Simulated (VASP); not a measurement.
Cr, 2 atoms in the cell. It takes space group P6_3/mmc (No. 194, hexagonal). Conventional cell: a = 2.518 Å, b = 2.518 Å, c = 4.513 Å, α = 90.00°, β = 90.00°, γ = 120.00°. Cr (site symmetry -6m2) has 12 Cr at 2.52 to 2.68 Å within 3.3 Å. This isn't the form of Cr at room conditions, which is bcc.

| Item | Value |
| --- | --- |
| Program | VASP 6.6.1 |
| Task | single point |
| Functional | PBE |
| Potentials or basis | VASP PAW PBE potentials, release 64 (Cr_pv) |
| Cutoff | 520 eV |
| k mesh | 16 × 16 × 8 |
| Occupations | fermi-dirac, width 0.05 eV |
| Spin | collinear spin, antiferromagnetic start |
| Starting moments | [1.5, -1.5] μB |
| Dipole correction | no |
| Further INCAR settings | ALGO = Normal; EDIFF = 1e-06; NBANDS = 23 |

Potentials or basis: VASP PAW PBE potentials, release 64 (Cr_pv).

Launch:

```bash
$ cat potpaw_PBE.64/Cr_pv/POTCAR > POTCAR
$ mpirun -np 1 vasp_std > vasp.out
```

Hardware: 1 thread of Intel Xeon 8259CL, with other jobs on the host.

Question: How long does it take, and how much memory?

Answer: It took 4.8 min on 1 thread of Intel Xeon 8259CL, on a shared host, peak memory 0.24 GiB. Counts: scf iterations 15, k points 150.
